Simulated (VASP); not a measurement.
# Be in VASP: single point with PBE

Aim: the single point of Be with PBE.

All numbers are computed with VASP 6.6.1; they aren't measurements. Logs are shortened: lines on timing, memory, paths and dates and some standing lists are left out, and cuts for length are marked.

## (1) The cell of the first run

The cell holds a slab with vacuum, 13 atoms: a = 4.580 Å, b = 4.580 Å, c = 14.588 Å, α = 90.00°, β = 90.00°, γ = 60.00°.

## (2) Single point, PBE

The input, INCAR:

```
SYSTEM = Be
ALGO     = Normal         ! electronic algorithm
EDIFF    = 1E-6           ! SCF threshold, eV
ENCUT    = 520            ! plane-wave cutoff, eV
GGA      = PE             ! functional
ISIF     = 2              ! what is computed and relaxed
ISMEAR   = 0              ! smearing method
LASPH    = .TRUE.         ! aspherical terms in the spheres
LCHARG   = .TRUE.         ! write CHGCAR
LELF     = .TRUE.         ! ELF
LREAL    = .FALSE.        ! projectors in reciprocal space
LVHAR    = .TRUE.       
LWAVE    = .FALSE.        ! write WAVECAR
NBANDS   = 25             ! bands
NELM     = 100            ! most SCF steps
PREC     = Accurate       ! precision mode
SIGMA    = 0.15           ! smearing width, eV
```

The input, KPOINTS:

```
k-points
0
G
  4 4 1
  0 0 0
```

The input, POSCAR:

```
Be
1.0
    4.5800000000      0.0000000000      0.0000000000
    2.2900000000      3.9663960000      0.0000000000
    0.0000000000      0.0000000000     14.5884300000
Be
13
Direct
    0.0000000000      0.0000000000      0.0685475000
    0.5000000000      0.0000000000      0.0685475000
    0.0000000000      0.5000000000      0.0685475000
    0.5000000000      0.5000000000      0.0685475000
   -0.1672868865      0.3336159188      0.1906789039
    0.3331241168      0.3335326856      0.1906098900
   -0.1665468896      0.8332274676      0.1921980845
    0.3331034491      0.8333698110      0.1905854264
   -0.0040411648     -0.0033550221      0.3106852034
    0.5075237153     -0.0038004813      0.3103287028
   -0.0040126263      0.5071593980      0.3106783639
    0.4992972428      0.5003311606      0.3327047829
    0.1692107874      0.1651938119      0.4151377627
```

Potentials or basis: VASP PAW PBE potentials, release 64 (Be).

Run with:

```sh
> cat potpaw_PBE.64/Be/POTCAR > POTCAR
> mpirun -np 1 vasp_std > vasp.out
```

OUTCAR:

```text
SYSTEM = Be
   EDIFF = 1E-6
   ENCUT = 520
   GGA = PE
   ISIF = 2
   ISMEAR = 0
   LASPH = .TRUE.
   LREAL = .FALSE.
   NELM = 100
   PREC = Accurate

 ion  position               nearest neighbor table
   1  0.000  0.000  0.069-   8 2.22   5 2.22   7 2.24   3 2.29   3 2.29   4 2.29   4 2.29   2 2.29
                             2 2.29
   2  0.500  0.000  0.069-   8 2.22   6 2.22   7 2.24   4 2.29   3 2.29   4 2.29   3 2.29   1 2.29
                             1 2.29
   3  0.000  0.500  0.069-   6 2.22   5 2.22   7 2.24   1 2.29   1 2.29   2 2.29   2 2.29   4 2.29
                             4 2.29
   4  0.500  0.500  0.069-   5 2.22   8 2.22   6 2.22   2 2.29   1 2.29   2 2.29   1 2.29   3 2.29
                             3 2.29
   5  0.833  0.334  0.191-  11 2.20   9 2.20   4 2.22   1 2.22   3 2.22   6 2.29   8 2.29   7 2.29
                             7 2.29   8 2.29   6 2.29
   6  0.333  0.334  0.191-  10 2.20  11 2.20   3 2.22   4 2.22   2 2.22   5 2.29   7 2.29   8 2.29
                             8 2.29   7 2.29   5 2.29
   7  0.833  0.833  0.192-  10 2.15   9 2.16  11 2.16   3 2.24   1 2.24   2 2.24   6 2.29   8 2.29
                             5 2.29   5 2.29   8 2.29   6 2.29
   8  0.333  0.833  0.191-  10 2.20   9 2.20   1 2.22   4 2.22   2 2.22   5 2.29   7 2.29   6 2.29
                             6 2.29   7 2.29   5 2.29
   9  0.996  0.997  0.311-  13 2.04   7 2.16   5 2.20   8 2.20  10 2.24  11 2.24  12 2.31  12 2.31
                            11 2.34  10 2.34
  10  0.508  0.996  0.310-  13 2.03   7 2.15   6 2.20   8 2.20   9 2.24  11 2.24  12 2.31  12 2.31
                            11 2.34   9 2.34
  11  0.996  0.507  0.311-  13 2.04   7 2.16   5 2.20   6 2.20  10 2.24   9 2.24  12 2.31  12 2.31
                             9 2.34  10 2.34
  12  0.499  0.500  0.333-   9 2.31  11 2.31  11 2.31  10 2.31   9 2.31  10 2.31
  13  0.169  0.165  0.415-  10 2.03   9 2.04  11 2.04

  LATTYP: Found a hexagonal cell.
 ALAT       =     4.5799996975
 C/A-ratio  =     3.1852469353

  Lattice vectors:

 A1 = (  -2.2900000000,  -3.9663960000,   0.0000000000)
 A2 = (   4.5800000000,   0.0000000000,   0.0000000000)
 A3 = (   0.0000000000,   0.0000000000,  14.5884300000)

Analysis of symmetry for initial positions (statically):
=====================================================================
 Subroutine PRICEL returns:
 Original cell was already a primitive cell.

 Routine SETGRP: Setting up the symmetry group for a
 hexagonal supercell.

 Subroutine GETGRP returns: Found  1 space group operations
 (whereof  1 operations were pure point group operations)
 out of a pool of 24 trial point group operations.

The static configuration has the point symmetry C_1 .

Analysis of symmetry for dynamics (positions and initial velocities):
=====================================================================
 Subroutine PRICEL returns:
 Original cell was already a primitive cell.

 Routine SETGRP: Setting up the symmetry group for a
 hexagonal supercell.

 Subroutine GETGRP returns: Found  1 space group operations
 (whereof  1 operations were pure point group operations)
 out of a pool of 24 trial point group operations.

The dynamic configuration has the point symmetry C_1 .

 Subroutine INISYM returns: Found  1 space group operations
 (whereof  1 operations are pure point group operations),
 and found     1 'primitive' translations

----------------------------------------------------------------------------------------

                                     Primitive cell

  volume of cell :     265.0148

  direct lattice vectors                    reciprocal lattice vectors
     4.580000000  0.000000000  0.000000000     0.218340611 -0.126059022  0.000000000
     2.290000000  3.966396000  0.000000000     0.000000000  0.252118044  0.000000000
     0.000000000  0.000000000 14.588430000     0.000000000  0.000000000  0.068547472

  length of vectors
     4.580000000  4.579999697 14.588430000     0.252118027  0.252118044  0.068547472

  position of ions in fractional coordinates (direct lattice)
     0.000000000  0.000000000  0.068547500
     0.500000000  0.000000000  0.068547500
     1.000000000  0.500000000  0.068547500
     0.500000000  0.500000000  0.068547500
     0.832713113  0.333615919  0.190678904
     0.333124117  0.333532686  0.190609890
     0.833453110  0.833227468  0.192198084
     0.333103449  0.833369811  0.190585426
     0.995958835  0.996644978  0.310685203
     0.507523715  0.996199519  0.310328703
     0.995987374  0.507159398  0.310678364
     0.499297243  0.500331161  0.332704783
     0.169210787  0.165193812  0.415137763

  ion indices of the primitive-cell ions
   primitive index   ion index
                 1           1
                 2           2
                 3           3
                 4           4
                 5           5
                 6           6
                 7           7
                 8           8
                 9           9
                10          10
                11          11
                12          12
                13          13

----------------------------------------------------------------------------------------

 KPOINTS: k-points

Automatic generation of k-mesh.
 Grid dimensions read from file:
 generate k-points for:    4    4    1

 Generating k-lattice:

  Cartesian coordinates                     Fractional coordinates (reciprocal lattice)
     0.054585153 -0.031514755  0.000000000     0.250000000 -0.000000000  0.000000000
     0.000000000  0.063029511  0.000000000     0.000000000  0.250000000  0.000000000
     0.000000000  0.000000000  0.068547472     0.000000000  0.000000000  1.000000000

  Length of vectors
     0.063029507  0.063029511  0.068547472

  Shift w.r.t. Gamma in fractional coordinates (k-lattice)
     0.000000000  0.000000000  0.000000000

 Subroutine IBZKPT returns following result:
 ===========================================

 Found     10 irreducible k-points:

 Following reciprocal coordinates:
            Coordinates               Weight
  0.000000  0.000000  0.000000      1.000000
  0.250000  0.000000  0.000000      2.000000
  0.250000  0.250000  0.000000      2.000000
  0.000000  0.250000  0.000000      2.000000
  0.500000  0.000000  0.000000      1.000000
  0.500000  0.500000  0.000000      1.000000
  0.000000  0.500000  0.000000      1.000000
  0.500000  0.250000  0.000000      2.000000
  0.250000  0.500000  0.000000      2.000000
 -0.250000  0.250000  0.000000      2.000000
   k-points           NKPTS =     10   k-points in BZ     NKDIM =     10   number of bands    NBANDS=     25
   number of dos      NEDOS =    301   number of ions     NIONS =     13
   total plane-waves  NPLWV = 139968
   dimension x,y,z NGX =    36 NGY =   36 NGZ =  108
   dimension x,y,z NGXF=    72 NGYF=   72 NGZF=  216
   ions per type =              13
   NGX,Y,Z   is equivalent  to a cutoff of  13.07, 13.07, 12.31 a.u.
   NGXF,Y,Z  is equivalent  to a cutoff of  26.13, 26.13, 24.61 a.u.
 SYSTEM =  Be
   PREC   = accura    normal or accurate (medium, high low for compatibility)
   ISTART =      0    job   : 0-new  1-cont  2-samecut
   ICHARG =      2    charge: 1-file 2-atom 10-const
   ISPIN  =      1    spin polarized calculation?
   LNONCOLLINEAR =      F non collinear calculations
   LSORBIT =      F    spin-orbit coupling
   LASPH  =      T    aspherical Exc in radial PAW
   ENCUT  =  520.0 eV  38.22 Ry    6.18 a.u.   8.52  8.52 27.12*2*pi/ulx,y,z
   NELM   =    100;   NELMIN=  2; NELMDL= -5     # of ELM steps
   EDIFF  = 0.1E-05   stopping-criterion for ELM
   LREAL  =      F    real-space projection
   EDIFFG = 0.1E-04   stopping-criterion for IOM
   NSW    =      0    number of steps for IOM
   IBRION =     -1    ionic relax: 0-MD 1-quasi-New 2-CG
   NFREE  =      0    steps in history (QN), initial steepest desc. (CG)
   ISIF   =      2    stress and relaxation
   ISYM   =      2    0-nonsym 1-usesym 2-fastsym
   POTIM  = 0.5000    time-step for ionic-motion
   TEBEG  =    0.0;   TEEND  =   0.0 temperature during run
   PSTRESS=    0.0 pullay stress
   NELECT =      26.0000    total number of electrons
   NUPDOWN=      -1.0000    fix difference up-down
   EMIN   =  10.00;   EMAX   =-10.00  energy-range for DOS
   EFERMI =   0.00;   METHOD = LEGACY
   ISMEAR =     0;   SIGMA  =   0.15  broadening in eV -4-tet -1-fermi 0-gaus
   EFERMI_NEDOS =   21; number of points for ismear=-14 and -15
   IALGO  =     38    algorithm
   IMIX   =      4    mixing-type and parameters
     AMIX     =   0.40;   BMIX     =  1.00
     AMIX_MAG =   1.60;   BMIX_MAG =  1.00
  volume/ion in A,a.u.               =      20.39       137.57
  Fermi-wavevector in a.u.,A,eV,Ry     =   0.755050  1.426838  7.756695  0.570101
  Thomas-Fermi vector in A             =   1.852857
   LORBIT       =      0    0 simple, 1 ext, 2 COOP (PROOUT), +10 PAW based schemes
   GGA     = PE    functional components
   LHFCALC =     F    Hartree Fock is set to
   AEXX    =    0.0000 exact exchange contribution
   IVDW    =     0    specifies the selected vdW correction
   LEPSILON=     F    determine dielectric tensor
   LRPA    =     F    only Hartree local field effects (RPA)
 non-spin polarized calculation
 Gauss-broadening in eV      SIGMA  =   0.15
  energy-cutoff  :      520.00
  volume of cell :      265.01
 maximum number of plane-waves:      7153
 NGX is ok and might be reduce to    36
   NGX = 17   NGY = 17   NGZ = 55

 number of electron      26.0000000 magnetization

 Free energy of the ion-electron system (eV)
  ---------------------------------------------------
  ext. energy  EPLUGINS =         0.00000000
  ---------------------------------------------------
  free energy    TOTEN  =       -43.65326751 eV

  energy without entropy =      -43.65202634  energy(sigma->0) =      -43.65264693

 E-fermi :   0.0655     XC(G=0):  -5.6558

 val. band max:       -0.2425254217   @ k =  -0.2500   0.2500   0.0000
 cond. band min:       0.3332755928   @ k =   0.0000   0.0000   0.0000
 fundamental gap:      0.5758010144
 Fermi energy:         0.0655024386

 k-point     1 :       0.0000    0.0000    0.0000
  band No.  band energies     occupation
      1      -9.7460      2.00000
      2      -7.7686      2.00000
      3      -5.1022      2.00000
      4      -3.6556      2.00000
      5      -3.5236      2.00000
      6      -3.5220      2.00000
[... 17 lines left out ...]
     24       4.3343      0.00000
     25       5.0997      0.00000

 k-point     2 :       0.2500    0.0000    0.0000
  band No.  band energies     occupation
      1      -9.3032      2.00000
      2      -7.3321      2.00000
      3      -5.8164      2.00000
      4      -4.7251      2.00000
      5      -4.0723      2.00000
      6      -4.0601      2.00000
[... 17 lines left out ...]
     24       4.8663      0.00000
     25       5.1435      0.00000
[... 194 lines left out ...]
     24       5.6653      0.00000
     25       5.9346      0.00000

 k-point    10 :      -0.2500    0.2500    0.0000
  band No.  band energies     occupation
      1      -8.4210      2.00000
      2      -6.7941      2.00000
      3      -6.5624      2.00000
      4      -6.3859      2.00000
      5      -4.8760      2.00000
      6      -4.5040      2.00000
[... 17 lines left out ...]
     24       5.6651      0.00000
     25       5.9336      0.00000

------------------------ aborting loop because EDIFF is reached ----------------------------------------

  FORCE on cell =-STRESS in cart. coord.  units (eV):
  Direction    XX          YY          ZZ          XY          YZ          ZX
  --------------------------------------------------------------------------------------
  -------------------------------------------------------------------------------------
  Total       -7.8487387     -7.8995971      0.0558194     -0.0371176     -0.0018902      0.0144508
  in kB      -47.4504513    -47.7579219      0.3374626     -0.2243987     -0.0114274      0.0873641
  external PRESSURE =     -31.6236369 kB  Pullay stress =       0.0000000 kB

 VOLUME and BASIS-vectors are now :
 -----------------------------------------------------------------------------
  energy-cutoff  :      520.00
  volume of cell :      265.01
      direct lattice vectors                 reciprocal lattice vectors
     4.580000000  0.000000000  0.000000000     0.218340611 -0.126059022  0.000000000
     2.290000000  3.966396000  0.000000000     0.000000000  0.252118044  0.000000000
     0.000000000  0.000000000 14.588430000     0.000000000  0.000000000  0.068547472

 POSITION                                       TOTAL-FORCE (eV/Angst)
 -----------------------------------------------------------------------------------
      0.00000      0.00000      1.00000        -0.022088     -0.009511      0.023006
      2.29000      0.00000      1.00000         0.018691     -0.010563      0.020096
      1.14500      1.98320      1.00000        -0.002704      0.023192      0.023447
      3.43500      1.98320      1.00000        -0.001558      0.000352     -0.089621
      4.57781      1.32325      2.78171        -0.002038      0.000861      0.004395
      2.28950      1.32292      2.78070         0.006166      0.002681      0.004460
      5.72531      3.30491      2.80387        -0.000893      0.000891     -0.029163
      3.43403      3.30547      2.78034         0.000224     -0.007606      0.006934
      6.84381      3.95309      4.53241         0.010088      0.002383      0.009532
      4.60576      3.95132      4.52721        -0.006506      0.003396      0.008174
      5.72302      2.01160      4.53231         0.004173     -0.008182      0.012917
      3.43254      1.98451      4.85364         0.000948     -0.001319     -0.001188
      1.15328      0.65522      6.05621        -0.004503      0.003426      0.007012
 -----------------------------------------------------------------------------------
    total drift:                               -0.000002      0.000001      0.000169

  FREE ENERGIE OF THE ION-ELECTRON SYSTEM (eV)
  ---------------------------------------------------
  free  energy   TOTEN  =       -43.6532675147 eV

  energy  without entropy=      -43.6520263362  energy(sigma->0) =      -43.65264693
```

It took 57 s on 1 thread of Intel Xeon Platinum 8559C (Emerald Rapids), shared host; peak memory 0.36 GiB.

What came out:

- Free energy: -43.6533 eV
- Largest force: 0.090 eV/Å
- Band gap on the k mesh: 0.58 eV, indirect (least direct gap 0.61 eV)

Forces in eV/Å, atoms in the order of the input:
```
Be  -0.022 -0.010  0.023
Be   0.019 -0.011  0.020
Be  -0.003  0.023  0.023
Be  -0.002  0.000 -0.090
Be  -0.002  0.001  0.004
Be   0.006  0.003  0.004
Be  -0.001  0.001 -0.029
Be   0.000 -0.008  0.007
Be   0.010  0.002  0.010
Be  -0.007  0.003  0.008
Be   0.004 -0.008  0.013
Be   0.001 -0.001 -0.001
Be  -0.005  0.003  0.007
```

Levels at points of the mesh, in eV from the valence-band top:
| k point | band 10 | band 11 | band 12 | band 13 | band 14 | band 15 | band 16 | band 17 |
| --- | --- | --- | --- | --- | --- | --- | --- | --- |
| (0.00, 0.00, 0.00) | -2.02 | -1.47 | -1.46 | -1.43 | 0.58 | 1.39 | 1.42 | 2.33 |
| (0.50, 0.00, 0.00) | -2.14 | -0.24 | -0.07 | -0.01 | 0.60 | 1.56 | 2.75 | 3.46 |
| (0.50, 0.50, 0.00) | -2.14 | -0.24 | -0.07 | -0.01 | 0.60 | 1.56 | 2.75 | 3.46 |
| (0.00, 0.50, 0.00) | -2.14 | -0.24 | -0.07 | -0.01 | 0.60 | 1.56 | 2.75 | 3.46 |
